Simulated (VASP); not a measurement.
# Tl in VASP: notebook

Runs on Tl. Level: PBE. Tasks: single point.

Program: VASP 6.6.1. These are calculated values, not measurements. Logs are shortened: lines on timing, memory, paths and dates and some standing lists are left out, and cuts for length are marked.

### 1 The cell of the first run

It takes space group Im-3m (No. 229, cubic). Conventional cell: a = 3.859 Å, b = 3.859 Å, c = 3.859 Å, α = 90.00°, β = 90.00°, γ = 90.00°. Tl (site symmetry m-3m) has 14 Tl at 3.34 to 3.86 Å within 4.4 Å.

### 2 Single point, PBE (volume scaled by 0.96)

File INCAR:

```
  PREC = Accurate
  ENCUT = 520
  EDIFF = 1E-6
  ISMEAR = -1
  SIGMA = 0.05
  LREAL = F
  LASPH = T
  NELM = 80
  ALGO = Normal
  ISIF = 2
  LWAVE = F
  LCHARG = T
  GGA = PE
  LELF = T
  LVHAR = T
  NBANDS = 12
```

File KPOINTS:

```
regular mesh
0
Gamma
  10 10 10
```

File POSCAR:

```
Tl
1.0
   -1.9295595657      1.9295595657      1.9295595657
    1.9295595657     -1.9295595657      1.9295595657
    1.9295595657      1.9295595657     -1.9295595657
Tl
1
Direct
    0.0000000000      0.0000000000      0.0000000000
```

Potentials or basis: VASP PAW PBE potentials, release 64 (Tl_d).

Run with:

```
> cat potpaw_PBE.64/Tl_d/POTCAR > POTCAR
> mpirun -np 1 vasp_std > vasp.out
```

OUTCAR:

```text
PREC = Accurate
   ENCUT = 520
   EDIFF = 1E-6
   ISMEAR = -1
   LREAL = F
   LASPH = T
   NELM = 80
   ISIF = 2
   GGA = PE

 ion  position               nearest neighbor table
   1  0.000  0.000  0.000-

  LATTYP: Found a body centered cubic cell.
 ALAT       =     3.8591191314

  Lattice vectors:

 A1 = (  -1.9295595657,   1.9295595657,   1.9295595657)
 A2 = (   1.9295595657,  -1.9295595657,   1.9295595657)
 A3 = (   1.9295595657,   1.9295595657,  -1.9295595657)

Analysis of symmetry for initial positions (statically):
=====================================================================
 Subroutine PRICEL returns:
 Original cell was already a primitive cell.

 Routine SETGRP: Setting up the symmetry group for a
 body centered cubic supercell.

 Subroutine GETGRP returns: Found 48 space group operations
 (whereof 48 operations were pure point group operations)
 out of a pool of 48 trial point group operations.

The static configuration has the point symmetry O_h .

Analysis of symmetry for dynamics (positions and initial velocities):
=====================================================================
 Subroutine PRICEL returns:
 Original cell was already a primitive cell.

 Routine SETGRP: Setting up the symmetry group for a
 body centered cubic supercell.

 Subroutine GETGRP returns: Found 48 space group operations
 (whereof 48 operations were pure point group operations)
 out of a pool of 48 trial point group operations.

The dynamic configuration has the point symmetry O_h .

 Subroutine INISYM returns: Found 48 space group operations
 (whereof 48 operations are pure point group operations),
 and found     1 'primitive' translations

----------------------------------------------------------------------------------------

                                     Primitive cell

  volume of cell :      28.7365

  direct lattice vectors                    reciprocal lattice vectors
    -1.929559566  1.929559566  1.929559566     0.000000000  0.259126491  0.259126491
     1.929559566 -1.929559566  1.929559566     0.259126491  0.000000000  0.259126491
     1.929559566  1.929559566 -1.929559566     0.259126491  0.259126491  0.000000000

  length of vectors
     3.342095204  3.342095204  3.342095204     0.366460198  0.366460198  0.366460198

  position of ions in fractional coordinates (direct lattice)
     0.000000000  0.000000000  0.000000000

  ion indices of the primitive-cell ions
   primitive index   ion index
                 1           1

----------------------------------------------------------------------------------------

 KPOINTS: regular mesh

Automatic generation of k-mesh.
 Grid dimensions read from file:
 generate k-points for:   10   10   10

 Generating k-lattice:

  Cartesian coordinates                     Fractional coordinates (reciprocal lattice)
     0.000000000  0.025912649  0.025912649     0.100000000  0.000000000  0.000000000
     0.025912649  0.000000000  0.025912649     0.000000000  0.100000000  0.000000000
     0.025912649  0.025912649  0.000000000     0.000000000  0.000000000  0.100000000

  Length of vectors
     0.036646020  0.036646020  0.036646020

  Shift w.r.t. Gamma in fractional coordinates (k-lattice)
     0.000000000  0.000000000  0.000000000

 Subroutine IBZKPT returns following result:
 ===========================================

 Found     47 irreducible k-points:

 Following reciprocal coordinates:
            Coordinates               Weight
  0.000000  0.000000  0.000000      1.000000
  0.100000  0.000000  0.000000     12.000000
  0.200000  0.000000  0.000000     12.000000
  0.300000  0.000000  0.000000     12.000000
  0.400000  0.000000  0.000000     12.000000
  0.500000  0.000000  0.000000      6.000000
[... 16 lines left out ...]
  0.300000  0.300000  0.100000      8.000000
 -0.300000  0.300000  0.100000     24.000000
 [... further k-points ...]
   k-points           NKPTS =     47   k-points in BZ     NKDIM =     47   number of bands    NBANDS=     12
   number of dos      NEDOS =    301   number of ions     NIONS =      1
   total plane-waves  NPLWV =  21952
   dimension x,y,z NGX =    28 NGY =   28 NGZ =   28
   dimension x,y,z NGXF=    56 NGYF=   56 NGZF=   56
   ions per type =               1
   NGX,Y,Z   is equivalent  to a cutoff of  13.93, 13.93, 13.93 a.u.
   NGXF,Y,Z  is equivalent  to a cutoff of  27.86, 27.86, 27.86 a.u.
 SYSTEM =  unknown system
   PREC   = accura    normal or accurate (medium, high low for compatibility)
   ISTART =      0    job   : 0-new  1-cont  2-samecut
   ICHARG =      2    charge: 1-file 2-atom 10-const
   ISPIN  =      1    spin polarized calculation?
   LNONCOLLINEAR =      F non collinear calculations
   LSORBIT =      F    spin-orbit coupling
   LASPH  =      T    aspherical Exc in radial PAW
   ENCUT  =  520.0 eV  38.22 Ry    6.18 a.u.   6.21  6.21  6.21*2*pi/ulx,y,z
   NELM   =     80;   NELMIN=  2; NELMDL= -5     # of ELM steps
   EDIFF  = 0.1E-05   stopping-criterion for ELM
   LREAL  =      F    real-space projection
   EDIFFG = 0.1E-04   stopping-criterion for IOM
   NSW    =      0    number of steps for IOM
   IBRION =     -1    ionic relax: 0-MD 1-quasi-New 2-CG
   NFREE  =      0    steps in history (QN), initial steepest desc. (CG)
   ISIF   =      2    stress and relaxation
   ISYM   =      2    0-nonsym 1-usesym 2-fastsym
   POTIM  = 0.5000    time-step for ionic-motion
   TEBEG  =    0.0;   TEEND  =   0.0 temperature during run
   PSTRESS=    0.0 pullay stress
   NELECT =      13.0000    total number of electrons
   NUPDOWN=      -1.0000    fix difference up-down
   EMIN   =  10.00;   EMAX   =-10.00  energy-range for DOS
   EFERMI =   0.00;   METHOD = LEGACY
   ISMEAR =    -1;   SIGMA  =   0.05  broadening in eV -4-tet -1-fermi 0-gaus
   EFERMI_NEDOS =   21; number of points for ismear=-14 and -15
   IALGO  =     38    algorithm
   IMIX   =      4    mixing-type and parameters
     AMIX     =   0.40;   BMIX     =  1.00
     AMIX_MAG =   1.60;   BMIX_MAG =  1.00
  volume/ion in A,a.u.               =      28.74       193.92
  Fermi-wavevector in a.u.,A,eV,Ry     =   1.256737  2.374889 21.488879  1.579388
  Thomas-Fermi vector in A             =   2.390430
   LORBIT       =      0    0 simple, 1 ext, 2 COOP (PROOUT), +10 PAW based schemes
   GGA     = PE    functional components
   LHFCALC =     F    Hartree Fock is set to
   AEXX    =    0.0000 exact exchange contribution
   IVDW    =     0    specifies the selected vdW correction
   LEPSILON=     F    determine dielectric tensor
   LRPA    =     F    only Hartree local field effects (RPA)
 non-spin polarized calculation
  energy-cutoff  :      520.00
  volume of cell :       28.74
 maximum number of plane-waves:       791
 NGX is ok and might be reduce to    28

 number of electron      12.9999999 magnetization

 Free energy of the ion-electron system (eV)
  ---------------------------------------------------
  ext. energy  EPLUGINS =         0.00000000
  ---------------------------------------------------
  free energy    TOTEN  =        -2.20886149 eV

  energy without entropy =       -2.20608582  energy(sigma->0) =       -2.20747365

 E-fermi :   6.4595     XC(G=0): -10.1690

 val. band max:        6.4246981233   @ k =  -0.4000   0.4000   0.2000
 cond. band min:       6.6082563814   @ k =  -0.4000  -0.4000   0.2000
 fundamental gap:      0.1835582581
 Fermi energy:         6.4595013517

 k-point     1 :       0.0000    0.0000    0.0000
  band No.  band energies     occupation
      1      -5.1478      2.00000
      2      -5.1478      2.00000
      3      -5.1478      2.00000
      4      -4.7216      2.00000
      5      -4.7216      2.00000
      6      -3.4849      2.00000
      7      17.3162      0.00000
      8      17.3162      0.00000
      9      17.3162      0.00000
     10      18.8583      0.00000
     11      18.8583      0.00000
     12      18.8583      0.00000

 k-point     2 :       0.1000    0.0000    0.0000
  band No.  band energies     occupation
      1      -5.1655      2.00000
      2      -5.1367      2.00000
      3      -5.0853      2.00000
      4      -4.7405      2.00000
      5      -4.7218      2.00000
      6      -3.2574      2.00000
      7      15.1713      0.00000
      8      16.5286      0.00000
      9      16.8034      0.00000
     10      18.1988      0.00000
     11      18.6846      0.00000
     12      18.8720      0.00000

 k-point     3 :       0.2000    0.0000    0.0000
  band No.  band energies     occupation
      1      -5.2114      2.00000
      2      -5.1381      2.00000
      3      -4.9171      2.00000
      4      -4.7755      2.00000
      5      -4.7220      2.00000
      6      -2.5548      2.00000
      7      11.7220      0.00000
      8      15.0261      0.00000
      9      15.6541      0.00000
     10      17.4647      0.00000
     11      18.3439      0.00000
     12      19.5098      0.00000
[... 286 lines left out ...]
 k-point    23 :       0.3000    0.3000    0.1000
  band No.  band energies     occupation
      1      -5.2463      2.00000
      2      -4.9267      2.00000
      3      -4.9267      2.00000
      4      -4.7110      2.00000
      5      -4.7110      2.00000
      6       2.1970      2.00000
      7       6.3698      1.71464
      8       6.3698      1.71464
      9      10.4205      0.00000
     10      22.4342      0.00000
     11      22.4342      0.00000
     12      23.3554      0.00000

 k-point    24 :      -0.3000    0.3000    0.1000
  band No.  band energies     occupation
      1      -5.2007      2.00000
      2      -5.1448      2.00000
      3      -4.8415      2.00000
      4      -4.7471      2.00000
      5      -4.7088      2.00000
      6      -1.1527      2.00000
      7       8.6007      0.00000
      8      12.8724      0.00000
      9      13.6941      0.00000
     10      17.6103      0.00000
     11      18.8445      0.00000
     12      19.0158      0.00000

 [... further k-points ...]

------------------------ aborting loop because EDIFF is reached ----------------------------------------

  FORCE on cell =-STRESS in cart. coord.  units (eV):
  Direction    XX          YY          ZZ          XY          YZ          ZX
  --------------------------------------------------------------------------------------
  -------------------------------------------------------------------------------------
  Total        0.5106792      0.5106792      0.5106792     -0.0000000     -0.0000000     -0.0000000
  in kB       28.4724063     28.4724063     28.4724063     -0.0000000     -0.0000000     -0.0000000
  external PRESSURE =      28.4724063 kB  Pullay stress =       0.0000000 kB

 VOLUME and BASIS-vectors are now :
 -----------------------------------------------------------------------------
  energy-cutoff  :      520.00
  volume of cell :       28.74
      direct lattice vectors                 reciprocal lattice vectors
    -1.929559566  1.929559566  1.929559566     0.000000000  0.259126491  0.259126491
     1.929559566 -1.929559566  1.929559566     0.259126491  0.000000000  0.259126491
     1.929559566  1.929559566 -1.929559566     0.259126491  0.259126491  0.000000000

 POSITION                                       TOTAL-FORCE (eV/Angst)
 -----------------------------------------------------------------------------------
      0.00000      0.00000      0.00000         0.000000      0.000000      0.000000
 -----------------------------------------------------------------------------------
    total drift:                               -0.000000     -0.000000     -0.000000

  FREE ENERGIE OF THE ION-ELECTRON SYSTEM (eV)
  ---------------------------------------------------
  free  energy   TOTEN  =        -2.2088614878 eV

  energy  without entropy=       -2.2060858198  energy(sigma->0) =       -2.20747365
```

It took 12 s on 1 thread of Intel Xeon Platinum 8375C at 2.90GHz (Ice Lake), shared host; peak memory 0.16 GiB.

Results:

```yaml
Free_energy: -2.2089 eV
Pressure: 2.8 GPa
```

Levels at points of the mesh, in eV from the Fermi level:
```csv
k point,band 4,band 5,band 6,band 7,band 8,band 9
"(0.00, 0.00, 0.00)",-11.18,-11.18,-9.94,10.86,10.86,10.86
"(0.50, 0.00, 0.00)",-11.18,-10.90,-4.95,-2.65,5.89,7.22
"(0.50, 0.50, 0.50)",-10.97,-10.97,-1.54,1.51,1.51,1.51
```

Caveat: the cell differs from its parent crystal (volume scaled by 0.96); spin-orbit coupling is left out, which moves the levels of the heavy elements.

### 3 Single point, PBE

This run uses another cell than the first one, of 29.93 Å³/atom, 1.042 times its volume.

File INCAR:

```
ALGO     = Normal         # electronic algorithm
EDIFF    = 1E-6           # SCF threshold, eV
ENCUT    = 520            # plane-wave cutoff, eV
GGA      = PE             # functional
ISIF     = 2              # what is computed and relaxed
ISMEAR   = -1             # smearing method
LASPH    = T              # aspherical terms in the spheres
LCHARG   = F              # write CHGCAR
LREAL    = F              # projectors in reciprocal space
LWAVE    = F              # write WAVECAR
NBANDS   = 12             # bands
NELM     = 80             # most SCF steps
PREC     = Accurate       # precision mode
SIGMA    = 0.05           # smearing width, eV
```

File KPOINTS:

```
k-points
0
Gamma
  10 10 10
```

File POSCAR:

```
Tl
1.0
   -1.9559951735      1.9559951735      1.9559951735
    1.9559951735     -1.9559951735      1.9559951735
    1.9559951735      1.9559951735     -1.9559951735
Tl
1
Direct
    0.0000000000      0.0000000000      0.0000000000
```

Potentials or basis: VASP PAW PBE potentials, release 64 (Tl_d).

Run with:

```
> cat potpaw_PBE.64/Tl_d/POTCAR > POTCAR
> mpirun -np 1 vasp_std > vasp.out
```

It took 10 s on 1 thread of Intel Xeon Platinum 8375C at 2.90GHz (Ice Lake), shared host; peak memory 0.16 GiB.

Results (log left out):

```
Free energy : -2.2248 eV
Pressure    : 1.3 GPa
```

Levels at points of the mesh, in eV from the Fermi level:
```csv
k point,band 3,band 4,band 5,band 6,band 7,band 8,band 9,band 10
"(0.00, 0.00, 0.00)",-11.56,-11.18,-11.18,-9.69,10.41,10.41,10.41,12.29
"(0.50, 0.00, 0.00)",-11.20,-11.18,-10.92,-4.99,-2.50,5.70,7.07,9.82
"(0.50, 0.50, 0.50)",-10.99,-10.99,-10.99,-1.78,1.50,1.50,1.50,6.42
```

Caveat: spin-orbit coupling is left out, which moves the levels of the heavy elements.

### 4 Single point, PBE (volume scaled by 1.02)

File INCAR:

```
SYSTEM = Tl
ALGO     = Normal         ! electronic algorithm
EDIFF    = 1E-6           ! SCF threshold, eV
ENCUT    = 520            ! plane-wave cutoff, eV
GGA      = PE             ! functional
ISIF     = 2              ! what is computed and relaxed
ISMEAR   = -1             ! smearing method
LASPH    = .True.         ! aspherical terms in the spheres
LCHARG   = .False.        ! write CHGCAR
LREAL    = .False.        ! projectors in reciprocal space
LWAVE    = .False.        ! write WAVECAR
NBANDS   = 12             ! bands
NELM     = 100            ! most SCF steps
PREC     = Accurate       ! precision mode
SIGMA    = 0.05           ! smearing width, eV
```

File KPOINTS:

```
k-points
0
Gamma
  10 10 10
  0 0 0
```

File POSCAR:

```
Tl
1.0
   -1.9689491614      1.9689491614      1.9689491614
    1.9689491614     -1.9689491614      1.9689491614
    1.9689491614      1.9689491614     -1.9689491614
Tl
1
Direct
    0.0000000000      0.0000000000      0.0000000000
```

Run with:

```
> cat potpaw_PBE.64/Tl_d/POTCAR > POTCAR
> mpirun -np 1 vasp_std > vasp.out
```

It took 10 s on 1 thread of Intel Xeon Platinum 8375C at 2.90GHz (Ice Lake), shared host; peak memory 0.16 GiB.

Results (log left out):

```yaml
Free_energy: -2.2287 eV
Pressure: 0.7 GPa
```

Levels at points of the mesh, in eV from the Fermi level:
| k point | band 4 | band 5 | band 6 | band 7 | band 8 | band 9 |
| --- | --- | --- | --- | --- | --- | --- |
| (0.00, 0.00, 0.00) | -11.18 | -11.18 | -9.57 | 10.20 | 10.20 | 10.20 |
| (0.50, 0.00, 0.00) | -11.18 | -10.94 | -5.01 | -2.43 | 5.60 | 6.99 |
| (0.50, 0.50, 0.50) | -11.00 | -11.00 | -1.90 | 1.49 | 1.49 | 1.49 |

Caveat: the cell differs from its parent crystal (volume scaled by 1.02); spin-orbit coupling is left out, which moves the levels of the heavy elements.

### 5 Single point, PBE (the cell strained at random)

Edit INCAR of step 4 so:

```diff
@@ -1,3 +1,3 @@
 SYSTEM = Tl
-ALGO     = Normal         ! electronic algorithm
+ALGO     = Fast           ! electronic algorithm
 EDIFF    = 1E-6           ! SCF threshold, eV
```

KPOINTS is that of step 4.

File POSCAR:

```
Tl
1.0
   -1.9059030000      1.9307080000      1.9519950000
    1.9155580000     -1.9200880000      1.9510300000
    1.9871510000      2.0013360000     -1.9413750000
Tl
1
Direct
   -0.0137550000      0.0046210000      0.0043480000
```

Run with:

```
> cat potpaw_PBE.64/Tl_d/POTCAR > POTCAR
> mpirun -np 1 vasp_std > vasp.out
```

Wall time 1.7 min (1 thread of Intel Xeon Platinum 8375C at 2.90GHz (Ice Lake), shared host); peak memory 0.29 GiB.

The run converged. Its results:

- Free energy: -2.2206 eV
- Pressure: 1.4 GPa

Stress tensor (GPa, compression positive):
```
 1.34 -1.04 -0.10
-1.04  1.20 -0.13
-0.10 -0.13  1.54
```

Levels at points of the mesh, in eV from the Fermi level:
| k point | band 4 | band 5 | band 6 | band 7 | band 8 | band 9 |
| --- | --- | --- | --- | --- | --- | --- |
| (0.00, 0.00, 0.00) | -11.22 | -11.21 | -9.72 | 9.86 | 10.40 | 10.67 |
| (0.50, 0.00, 0.00) | -11.21 | -10.97 | -5.08 | -2.56 | 5.65 | 7.19 |
| (0.00, 0.50, 0.00) | -11.21 | -10.96 | -5.03 | -2.54 | 5.55 | 7.07 |
| (0.50, 0.50, 0.00) | -11.24 | -10.93 | -4.74 | -2.43 | 5.39 | 6.95 |
| (0.00, 0.00, 0.50) | -11.19 | -10.99 | -5.34 | -2.65 | 5.98 | 7.21 |
| (0.50, 0.00, 0.50) | -11.21 | -10.96 | -4.96 | -2.51 | 5.43 | 7.08 |
| (0.00, 0.50, 0.50) | -11.22 | -10.96 | -5.00 | -2.53 | 5.53 | 7.20 |
| (0.50, 0.50, 0.50) | -11.02 | -10.98 | -1.81 | 1.28 | 1.50 | 1.62 |

Caveat: the cell differs from its parent crystal (the cell strained at random); spin-orbit coupling is left out, which moves the levels of the heavy elements.

### 6 Single point, PBE

This run uses another cell than the first one: it holds 2 atoms, not 1.

File INCAR:

```
ALGO = Normal ; EDIFF = 1E-6
ENCUT = 500 ; GGA = PE
GGA_COMPAT = F ; ISIF = 2
ISMEAR = -1 ; LASPH = T
LCHARG = F ; LREAL = F
LWAVE = F ; NBANDS = 20
NELM = 120 ; PREC = Accurate
SIGMA = 0.02
```

File KPOINTS:

```
k-points
0
Gamma
  5 5 5
```

File POSCAR:

```
Tl
1.0
    3.9119903500      0.0000000000      0.0000000000
    0.0000000000      3.9119903500      0.0000000000
    0.0000000000      0.0000000000      3.9119903500
Tl
2
Direct
    0.0000000000      0.0000000000      0.0000000000
    0.5000000000      0.5000000000      0.5000000000
```

Potentials or basis: VASP PAW PBE potentials, release 64 (Tl_d).

Run with:

```
> cat potpaw_PBE.64/Tl_d/POTCAR > POTCAR
> mpirun -np 1 vasp_std > vasp.out
```

It took 18 s on 1 thread of AMD EPYC 7R13, shared host; peak memory 0.13 GiB.

It converged, with:

```yaml
Free_energy: -4.2720 eV
Pressure: 2.3 GPa
Band_gap_on_the_k_mesh: zero (band 13 reaches 8.81 eV, above the bottom of band 14 at 5.16 eV)
```

Levels at points of the mesh, in eV from the Fermi level:
```
           k point  band 8  band 9  band 10  band 11  band 12  band 13  band 14  band 15  band 16  band 17
(0.00, 0.00, 0.00)  -10.89  -10.89   -10.89    -9.61    -1.70     1.58     1.58     1.58     6.50     6.50
```

Caveat: spin-orbit coupling is left out, which moves the levels of the heavy elements.

### 7 Summary

```tsv
cell	k mesh	cutoff (eV)	smearing	gap on the mesh (eV)	pressure (GPa)
a = 3.342 Å, angles 109.5°, 1 atom	10 × 10 × 10	520	fermi-dirac 0.05 eV	none	2.8
a = 3.388 Å, angles 109.5°, 1 atom	10 × 10 × 10	520	fermi-dirac 0.05 eV	none	1.3
a = 3.410 Å, angles 109.5°, 1 atom	10 × 10 × 10	520	fermi-dirac 0.05 eV	none	0.7
a = 3.342, b = 3.341, c = 3.424 Å, angles 109.5, 108.9, 108.5°, 1 atom	10 × 10 × 10	520	fermi-dirac 0.05 eV	none	1.4
a = 3.912 Å, 2 atoms	5 × 5 × 5	500	fermi-dirac 0.02 eV	none	2.3
```

Alike in all rows: task single point; level PBE; potentials or basis VASP PAW PBE potentials, release 64 (Tl_d); no spin polarisation.

Caveats: spin-orbit coupling is left out, which moves the levels of the heavy elements.

Total energies depend on the potentials used, so only differences within one code and one set of settings carry meaning.
